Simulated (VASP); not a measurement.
# TaN (P-6m2) in VASP: a series of runs, part 2 of 2

VASP 6.6.1. Earlier steps stand in the parts before.

### Step 3. Single point, PBE

This run uses another cell than the first one, of 10.34 Å³/atom, 1.021 times its volume.

Input file INCAR:

```
PREC = Accurate
ENCUT = 520
EDIFF = 1E-6
ISMEAR = -1
SIGMA = 0.05
LREAL = False
LASPH = True
NELM = 60
ALGO = Normal
ISIF = 2
LWAVE = False
LCHARG = True
GGA = PE
LELF = True
LVHAR = True
NBANDS = 15
```

Input file KPOINTS:

```
Automatic mesh
0
Gamma
  10 10 9
```

Input file POSCAR:

```
TaN
1.0
    2.8982935248      0.0000000000      0.0000000000
   -1.4491467574      2.5099958224      0.0000000000
    0.0000000000      0.0000000000      2.8440379442
Ta N
1 1
Direct
    0.3333333333      0.6666666667      0.5000000000
    0.0000000000      0.0000000000      0.0000000000
```

Potentials or basis: VASP PAW PBE potentials, release 64 (Ta_pv, N).

Started as:

```sh
$ cat potpaw_PBE.64/Ta_pv/POTCAR potpaw_PBE.64/N/POTCAR > POTCAR
$ mpirun -np 1 vasp_std > vasp.out
```

Wall time 25 s (1 thread of Intel Xeon Platinum 8259CL at 2.50GHz (Skylake/Cascade Lake), shared host); peak memory 0.15 GiB.

The run converged. Its results:

| Quantity | Value |
| --- | --- |
| Free energy | -22.3694 eV |
| Pressure | 21.5 GPa |
| Band gap on the k mesh | zero (band 8 reaches 8.92 eV, above the bottom of band 9 at 8.62 eV) |

Stress tensor (GPa, compression positive):
```
20.51  0.00  0.00
 0.00 20.51  0.00
 0.00  0.00 23.61
```

Levels at points of the mesh, in eV from the Fermi level:
```csv
k point,band 5,band 6,band 7,band 8,band 9,band 10,band 11,band 12
"(0.00, 0.00, 0.00)",-4.81,-4.81,-4.46,-3.04,2.46,3.72,3.72,4.18
"(0.50, 0.00, 0.00)",-8.58,-5.46,-3.71,-3.32,3.12,4.20,5.40,5.54
```

Caveat: spin-orbit coupling is left out, which moves the levels of the heavy elements.

### Step 4. Single point, PBE

This run uses another cell than the first one, of 10.78 Å³/atom, 1.064 times its volume.

Input file INCAR:

```
SYSTEM = TaN
ALGO     = Normal         ! electronic algorithm
EDIFF    = 1E-6           ! SCF threshold, eV
ENCUT    = 520            ! plane-wave cutoff, eV
GGA      = PE             ! functional
ISIF     = 2              ! what is computed and relaxed
ISMEAR   = -1             ! smearing method
LASPH    = .TRUE.         ! aspherical terms in the spheres
LCHARG   = .FALSE.        ! write CHGCAR
LREAL    = .FALSE.        ! projectors in reciprocal space
LWAVE    = .FALSE.        ! write WAVECAR
NBANDS   = 15             ! bands
NELM     = 60             ! most SCF steps
PREC     = Accurate       ! precision mode
SIGMA    = 0.05           ! smearing width, eV
```

Input file KPOINTS:

```
k-points
0
G
  10 10 9
  0 0 0
```

Input file POSCAR:

```
TaN
1.0
    2.9380011100      0.0000000000      0.0000000000
   -1.4690005500      2.5443836000      0.0000000000
    0.0000000000      0.0000000000      2.8830022100
Ta N
1 1
Direct
    0.3333333333      0.6666666667      0.5000000000
    0.0000000000      0.0000000000      0.0000000000
```

Potentials or basis: VASP PAW PBE potentials, release 64 (Ta_pv, N).

Started as:

```sh
$ cat potpaw_PBE.64/Ta_pv/POTCAR potpaw_PBE.64/N/POTCAR > POTCAR
$ mpirun -np 1 vasp_std > vasp.out
```

OUTCAR:

```text
SYSTEM = TaN
   EDIFF = 1E-6
   ENCUT = 520
   GGA = PE
   ISIF = 2
   ISMEAR = -1
   LASPH = .TRUE.
   LREAL = .FALSE.
   NELM = 60
   PREC = Accurate

 ion  position               nearest neighbor table
   1  0.333  0.667  0.500-   2 2.23   2 2.23   2 2.23   2 2.23   2 2.23   2 2.23
   2  0.000  0.000  0.000-   1 2.23   1 2.23   1 2.23   1 2.23   1 2.23   1 2.23

  LATTYP: Found a hexagonal cell.
 ALAT       =     2.9380011100
 C/A-ratio  =     0.9812801636

  Lattice vectors:

 A1 = (   2.9380011100,   0.0000000000,   0.0000000000)
[... 609 lines left out ...]
     10      11.8595      0.00000
     11      12.7924      0.00000
     12      14.0589      0.00000
     13      17.2407      0.00000
     14      20.1082      0.00000
     15      21.6248      0.00000

 [... further k-points ...]
[... 5 lines left out ...]
  --------------------------------------------------------------------------------------
  -------------------------------------------------------------------------------------
  Total        0.6703796      0.6703796      0.8355087      0.0000000      0.0000000     -0.0000000
  in kB       49.8369944     49.8369945     62.1129341      0.0000001      0.0000000     -0.0000000
  external PRESSURE =      53.9289744 kB  Pullay stress =       0.0000000 kB

 VOLUME and BASIS-vectors are now :
 -----------------------------------------------------------------------------
  energy-cutoff  :      520.00
  volume of cell :       21.55
      direct lattice vectors                 reciprocal lattice vectors
     2.938001110  0.000000000  0.000000000     0.340367468  0.196511249  0.000000000
    -1.469000550  2.544383600  0.000000000     0.000000000  0.393022499  0.000000000
     0.000000000  0.000000000  2.883002210     0.000000000  0.000000000  0.346860643

 POSITION                                       TOTAL-FORCE (eV/Angst)
 -----------------------------------------------------------------------------------
      0.00000      1.69626      1.44150         0.000000     -0.000000      0.000000
      0.00000      0.00000      0.00000        -0.000000      0.000000      0.000000
 -----------------------------------------------------------------------------------
    total drift:                               -0.000000      0.000000     -0.000000

  FREE ENERGIE OF THE ION-ELECTRON SYSTEM (eV)
  ---------------------------------------------------
  free  energy   TOTEN  =       -22.4409921434 eV

  energy  without entropy=      -22.4406801004  energy(sigma->0) =      -22.44083612
```

OSZICAR:

```text
N       E                     dE             d eps       ncg     rms          rms(c)
DAV:   1     0.909757494166E+02    0.90976E+02   -0.87879E+03  2100   0.113E+03
DAV:   2    -0.220291126963E+02   -0.11300E+03   -0.10640E+03  2548   0.305E+02
DAV:   3    -0.249666464348E+02   -0.29375E+01   -0.29201E+01  2422   0.455E+01
DAV:   4    -0.249792802044E+02   -0.12634E-01   -0.12630E-01  2765   0.320E+00
DAV:   5    -0.249793532175E+02   -0.73013E-04   -0.73013E-04  2387   0.230E-01    0.235E+01
DAV:   6    -0.225228649110E+02    0.24565E+01   -0.40455E+00  2675   0.237E+01    0.989E+00
DAV:   7    -0.224690073957E+02    0.53858E-01   -0.60123E-01  2366   0.617E+00    0.697E+00
DAV:   8    -0.224499893093E+02    0.19018E-01   -0.16105E-01  2541   0.340E+00    0.170E+00
DAV:   9    -0.224409912566E+02    0.89981E-02   -0.17725E-02  2317   0.112E+00    0.178E-01
DAV:  10    -0.224410625506E+02   -0.71294E-04   -0.12546E-03  2534   0.393E-01    0.977E-02
DAV:  11    -0.224409925289E+02    0.70022E-04   -0.90984E-05  2429   0.991E-02    0.144E-02
DAV:  12    -0.224409921858E+02    0.34314E-06   -0.11971E-05  2387   0.311E-02    0.391E-03
DAV:  13    -0.224409921434E+02    0.42437E-07   -0.97780E-08  1120   0.311E-03
   1 F= -.22440992E+02 E0= -.22440836E+02  d E =-.312043E-03
```

stdout:

```text
POSCAR found type information on POSCAR TaN
 POSCAR found :  2 types and       2 ions
 scaLAPACK will be used
 LDA part: xc-table for (Slater+PW92), standard interpolation
 POSCAR, INCAR and KPOINTS ok, starting setup
 FFT: planning ... GRIDC
 FFT: planning ... GRID_SOFT
 FFT: planning ... GRID
 WAVECAR not read
 entering main loop
```

Wall time 18 s (1 thread of Intel Xeon Platinum 8259CL at 2.50GHz (Skylake/Cascade Lake), shared host); peak memory 0.15 GiB.

Results:

```yaml
Free_energy: -22.4410 eV
Pressure: 5.4 GPa
Band_gap_on_the_k_mesh: zero (band 8 reaches 8.49 eV, above the bottom of band 9 at 8.19 eV)
```

Stress tensor (GPa, compression positive):
```
4.98 0.00 0.00
0.00 4.98 0.00
0.00 0.00 6.21
```

Levels at points of the mesh, in eV from the Fermi level:
| k point | band 6 | band 7 | band 8 | band 9 | band 10 | band 11 |
| --- | --- | --- | --- | --- | --- | --- |
| (0.00, 0.00, 0.00) | -4.63 | -4.27 | -2.99 | 2.15 | 3.52 | 3.52 |
| (0.50, 0.00, 0.00) | -5.25 | -3.54 | -3.25 | 2.95 | 3.96 | 5.16 |

Caveat: spin-orbit coupling is left out, which moves the levels of the heavy elements.

### Step 5. Single point, PBE

This run uses another cell than the first one, of 10.56 Å³/atom, 1.043 times its volume.

Input file INCAR:

```
PREC = Accurate ; ENCUT = 520
EDIFF = 1E-6 ; ISMEAR = -1
SIGMA = 0.05 ; LREAL = F
LASPH = T ; NELM = 80
ALGO = Normal ; ISIF = 2
LWAVE = F ; LCHARG = F
GGA = PE ; NBANDS = 15
```

Input file KPOINTS:

```
Automatic mesh
0
Gamma
  10 10 9
```

Input file POSCAR:

```
TaN
1.0
    2.9182823876      0.0000000000      0.0000000000
   -1.4591411888      2.5273066855      0.0000000000
    0.0000000000      0.0000000000      2.8636526189
Ta N
1 1
Direct
    0.3333333333      0.6666666667      0.5000000000
    0.0000000000      0.0000000000      0.0000000000
```

Started as:

```sh
$ cat potpaw_PBE.64/Ta_pv/POTCAR potpaw_PBE.64/N/POTCAR > POTCAR
$ mpirun -np 1 vasp_std > vasp.out
```

Wall time 25 s (1 thread of Intel Xeon Platinum 8259CL at 2.50GHz (Skylake/Cascade Lake), shared host); peak memory 0.15 GiB.

It converged, with:

```yaml
Free_energy: -22.4160 eV
Pressure: 13.0 GPa
Band_gap_on_the_k_mesh: zero (band 8 reaches 8.70 eV, above the bottom of band 9 at 8.40 eV)
```

Stress tensor (GPa, compression positive):
```
12.33  0.00  0.00
 0.00 12.33  0.00
 0.00  0.00 14.45
```

Levels at points of the mesh, in eV from the Fermi level:
```
           k point  band 5  band 6  band 7  band 8  band 9  band 10  band 11  band 12
(0.00, 0.00, 0.00)   -4.72   -4.72   -4.36   -3.01    2.30     3.62     3.62     4.06
(0.50, 0.00, 0.00)   -8.46   -5.35   -3.62   -3.28    3.04     4.08     5.28     5.39
```

Caveat: spin-orbit coupling is left out, which moves the levels of the heavy elements.

### Step 6. Summary

```tsv
cell	gap on the mesh (eV)	pressure (GPa)
a = 2.878, b = 2.878, c = 2.824 Å, angles 90.0, 90.0, 120.0°, 2 atoms	none	31.0
a = 2.898, b = 2.898, c = 2.844 Å, angles 90.0, 90.0, 120.0°, 2 atoms	none	21.5
a = 2.938, b = 2.938, c = 2.883 Å, angles 90.0, 90.0, 120.0°, 2 atoms	none	5.4
a = 2.918, b = 2.918, c = 2.864 Å, angles 90.0, 90.0, 120.0°, 2 atoms	none	13.0
```

Alike in all rows: task single point; level PBE; potentials or basis VASP PAW PBE potentials, release 64 (Ta_pv, N); no spin polarisation; k mesh 10 × 10 × 9; cutoff (eV) 520; smearing fermi-dirac 0.05 eV.

Caveats: spin-orbit coupling is left out, which moves the levels of the heavy elements.

Total energies depend on the potentials used, so only differences within one code and one set of settings carry meaning.
